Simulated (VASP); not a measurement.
# PtSeS3 (P4mm) in VASP: notebook, part 2 of 2

VASP 6.6.1.

## 3. Relaxation of cell and atoms, PBE

This run uses another cell than the first one, of 21.81 Å³/atom, 0.997 times its volume.

The input, INCAR:

```
SYSTEM = PtSeS3
ALGO = Normal
EDIFF = 1E-7
EDIFFG = -0.01
ENCUT = 600
GGA = PE
IBRION = 2
ISIF = 3
ISMEAR = 0
LASPH = .True.
LCHARG = .False.
LREAL = .False.
LWAVE = .False.
NELM = 100
NSW = 100
PREC = Accurate
SIGMA = 0.1
```

The input, KPOINTS:

```
k-points
0
Gamma
  8 8 8
  0 0 0
```

The input, POSCAR:

```
PtSeS3
1.0
    4.7126420175      0.0000000000      0.0000000000
    0.0000000000      4.7126420175      0.0000000000
    0.0000000000      0.0000000000      4.9090546209
Pt Se S
1 1 3
Direct
    0.0000000000      0.0000000000      0.9827885129
    0.5000000000      0.5000000000      0.7032669149
    0.5000000000      0.0000000000      0.8935986742
    0.0000000000      0.5000000000      0.8935986742
    0.0000000000      0.0000000000      0.4707481737
```

Potentials or basis: VASP PAW PBE potentials, release 64 (Pt, Se, S).

Command:

```bash
> cat potpaw_PBE.64/Pt/POTCAR potpaw_PBE.64/Se/POTCAR potpaw_PBE.64/S/POTCAR > POTCAR
> mpirun -np 1 vasp_std > vasp.out
```

OUTCAR:

```text
SYSTEM = PtSeS3
   EDIFF = 1E-7
   EDIFFG = -0.01
   ENCUT = 600
   GGA = PE
   IBRION = 2
   ISIF = 3
   ISMEAR = 0
   LASPH = .True.
   LREAL = .False.
   NELM = 100
   NSW = 100
   PREC = Accurate

 ion  position               nearest neighbor table
   1  0.000  0.000  0.983-   5 2.40   4 2.40   3 2.40   4 2.40   3 2.40   5 2.51
   2  0.500  0.500  0.703-   3 2.53   4 2.53   3 2.53   4 2.53
   3  0.500  0.000  0.894-   1 2.40   1 2.40   2 2.53   2 2.53
   4  0.000  0.500  0.894-   1 2.40   1 2.40   2 2.53   2 2.53
   5  0.000  0.000  0.471-   1 2.40   1 2.51

  LATTYP: Found a simple tetragonal cell.
 ALAT       =     4.7126420175
 C/A-ratio  =     1.0416778110

  Lattice vectors:

 A1 = (   4.7126420175,   0.0000000000,   0.0000000000)
 A2 = (   0.0000000000,   4.7126420175,   0.0000000000)
 A3 = (   0.0000000000,   0.0000000000,   4.9090546209)

Analysis of symmetry for initial positions (statically):
=====================================================================
 Subroutine PRICEL returns:
 Original cell was already a primitive cell.

 Routine SETGRP: Setting up the symmetry group for a
 simple tetragonal supercell.

 Subroutine GETGRP returns: Found  8 space group operations
 (whereof  8 operations were pure point group operations)
 out of a pool of 16 trial point group operations.

The static configuration has the point symmetry C_4v.

Analysis of symmetry for dynamics (positions and initial velocities):
=====================================================================
 Subroutine PRICEL returns:
 Original cell was already a primitive cell.

 Routine SETGRP: Setting up the symmetry group for a
 simple tetragonal supercell.

 Subroutine GETGRP returns: Found  8 space group operations
 (whereof  8 operations were pure point group operations)
 out of a pool of 16 trial point group operations.

The dynamic configuration has the point symmetry C_4v.

 Subroutine INISYM returns: Found  8 space group operations
[... 140 lines left out ...]
 NGX is ok and might be reduce to    40
   NGX = 19   NGY = 19   NGZ = 19

--------------------------------------- Ionic step        1  -------------------------------------------

 number of electron      33.9999996 magnetization

 Free energy of the ion-electron system (eV)
  ---------------------------------------------------
  ext. energy  EPLUGINS =         0.00000000
  ---------------------------------------------------
  free energy    TOTEN  =       -20.54297788 eV

  energy without entropy =      -20.52447589  energy(sigma->0) =      -20.53372689

------------------------ aborting loop because EDIFF is reached ----------------------------------------

  FORCE on cell =-STRESS in cart. coord.  units (eV):
  Direction    XX          YY          ZZ          XY          YZ          ZX
  --------------------------------------------------------------------------------------
  -------------------------------------------------------------------------------------
  Total       -0.1584165     -0.1584165      0.7084063      0.0000000      0.0000000      0.0000000
  in kB       -2.3280067     -2.3280067     10.4103713      0.0000000      0.0000000      0.0000000
  external PRESSURE =       1.9181193 kB  Pullay stress =       0.0000000 kB
[... 98 lines left out ...]
  FREE ENERGIE OF THE ION-ELECTRON SYSTEM (eV)
  ---------------------------------------------------
  free  energy   TOTEN  =       -20.6008461819 eV

  energy  without entropy=      -20.5849249420  energy(sigma->0) =      -20.59288556

[... ionic steps 4 to 8 ...]

--------------------------------------- Ionic step        9  -------------------------------------------

 number of electron      34.0000002 magnetization

------------------------ aborting loop because EDIFF is reached ----------------------------------------
[... 73 lines left out ...]
--------------------------------------- Ionic step       11  -------------------------------------------

 number of electron      34.0000002 magnetization

 Free energy of the ion-electron system (eV)
  ---------------------------------------------------
  ext. energy  EPLUGINS =         0.00000000
  ---------------------------------------------------
  free energy    TOTEN  =       -20.61315070 eV

  energy without entropy =      -20.59873210  energy(sigma->0) =      -20.60594140

 E-fermi :   4.6362     XC(G=0):  -9.5545

 val. band max:        4.6128540998   @ k =   0.0000   0.0000   0.1250
 cond. band min:       4.6501974741   @ k =   0.3750   0.0000   0.2500
 fundamental gap:      0.0373433743
 Fermi energy:         4.6362091231

 k-point     1 :       0.0000    0.0000    0.0000
  band No.  band energies     occupation
      1     -11.6588      2.00000
      2      -8.6690      2.00000
      3      -7.3855      2.00000
      4      -6.8020      2.00000
      5      -2.4826      2.00000
      6      -2.4826      2.00000
[... 565 lines left out ...]
     20       5.9381      0.00000
     21       6.9539      0.00000

 [... further k-points ...]
[... 5 lines left out ...]
  --------------------------------------------------------------------------------------
  -------------------------------------------------------------------------------------
  Total       -0.0063930     -0.0063930     -0.0135371      0.0000000      0.0000000      0.0000000
  in kB       -0.0937144     -0.0937144     -0.1984400      0.0000000      0.0000000      0.0000000
  external PRESSURE =      -0.1286229 kB  Pullay stress =       0.0000000 kB
[... 20 lines left out ...]
  FREE ENERGIE OF THE ION-ELECTRON SYSTEM (eV)
  ---------------------------------------------------
  free  energy   TOTEN  =       -20.6131506990 eV

  energy  without entropy=      -20.5987320991  energy(sigma->0) =      -20.60594140

 reached required accuracy - stopping structural energy minimisation
```

OSZICAR:

```text
N       E                     dE             d eps       ncg     rms          rms(c)
DAV:   1     0.216781722834E+03    0.21678E+03   -0.16569E+04  3150   0.158E+03
[... 119 lines left out ...]
DAV:   2    -0.206132331568E+02    0.13341E-03   -0.14450E-03  3770   0.265E-01    0.653E-02
DAV:   3    -0.206131702723E+02    0.62884E-04   -0.22720E-04  3463   0.120E-01    0.253E-02
DAV:   4    -0.206131516863E+02    0.18586E-04   -0.56035E-05  3295   0.596E-02    0.156E-02
DAV:   5    -0.206131499042E+02    0.17821E-05   -0.10606E-05  3955   0.212E-02    0.784E-03
DAV:   6    -0.206131503339E+02   -0.42973E-06   -0.10158E-06  3250   0.677E-03    0.385E-03
DAV:   7    -0.206131506396E+02   -0.30570E-06   -0.14412E-07  1595   0.272E-03    0.757E-04
DAV:   8    -0.206131506990E+02   -0.59352E-07   -0.33070E-08  1575   0.125E-03
  11 F= -.20613151E+02 E0= -.20605941E+02  d E =-.920142E-04
```

CONTCAR:

```text
PtSeS3
   1.00000000000000
     4.6524676328560188    0.0000000000000000    0.0000000000000000
     0.0000000000000000    4.6524676328560188    0.0000000000000000
     0.0000000000000000   -0.0000000000000000    5.0493930330261092
  Pt              Se              S
     1     1     3
Direct
     1.0000000000000000    0.0000000000000000    0.0014024440809153
     0.5000000000000000    0.5000000000000000    0.6998134917106632
     0.5000000000000000    0.0000000000000000    0.8865452832097159
     0.0000000000000000    0.5000000000000000    0.8865452832097159
     0.0000000000000000    0.0000000000000000    0.4696944476889903

  0.00000000E+00  0.00000000E+00  0.00000000E+00
  0.00000000E+00  0.00000000E+00  0.00000000E+00
  0.00000000E+00  0.00000000E+00  0.00000000E+00
  0.00000000E+00  0.00000000E+00  0.00000000E+00
  0.00000000E+00  0.00000000E+00  0.00000000E+00
```

Run time: 9.2 min. Hardware: 1 thread of Intel Xeon 6975P-C (Granite Rapids), shared host; peak memory 0.41 GiB.

What came out:

```
Free energy                            : -20.6132 eV
Relaxed volume                         : 21.86 Å³/atom
Relaxed cell                           : a = 4.652 Å, b = 4.652 Å, c = 5.049 Å, α = 90.00°, β = 90.00°, γ = 90.00°
Space group after relaxing (to 0.05 Å) : P4mm (No. 99)
Energy gained by relaxing              : 14.0 meV/atom
Ionic steps                            : 11
Pressure after relaxing                : 0.0 GPa
Largest force after relaxing           : 0.009 eV/Å
Band gap on the k mesh                 : zero (band 17 reaches 5.31 eV, above the bottom of band 18 at 4.27 eV)
```

Forces in eV/Å, atoms in the order of the input:
```
Pt   0.000  0.000  0.007
Se   0.000  0.000  0.004
S    0.000  0.000 -0.009
S    0.000  0.000 -0.009
S    0.000  0.000  0.007
```

Step by step:
```csv
step,energy change (eV),largest force (eV/Å),pressure (GPa),volume (Å³)
1,0.0000,0.8871,0.19,109.03
2,-0.0476,0.3422,0.00,109.44
3,-0.0579,0.2284,-0.02,109.71
4,-0.0659,0.1070,0.00,109.72
5,-0.0666,0.1435,0.02,109.73
6,-0.0680,0.1048,-0.09,109.78
7,-0.0694,0.0149,-0.35,109.91
8,-0.0701,0.0171,-0.03,109.41
9,-0.0701,0.0194,0.00,109.35
10,-0.0701,0.0163,0.00,109.34
11,-0.0702,0.0090,-0.01,109.30
```

Final structure:
```
CELL_PARAMETERS angstrom
4.65247 0.00000 0.00000
0.00000 4.65247 0.00000
0.00000 0.00000 5.04939
ATOMIC_POSITIONS crystal
Pt 0.00000 0.00000 0.00140
Se 0.50000 0.50000 0.69981
S 0.50000 0.00000 0.88655
S 0.00000 0.50000 0.88655
S 0.00000 0.00000 0.46969
```

Caveat: spin-orbit coupling is left out, which moves the levels of the heavy elements.
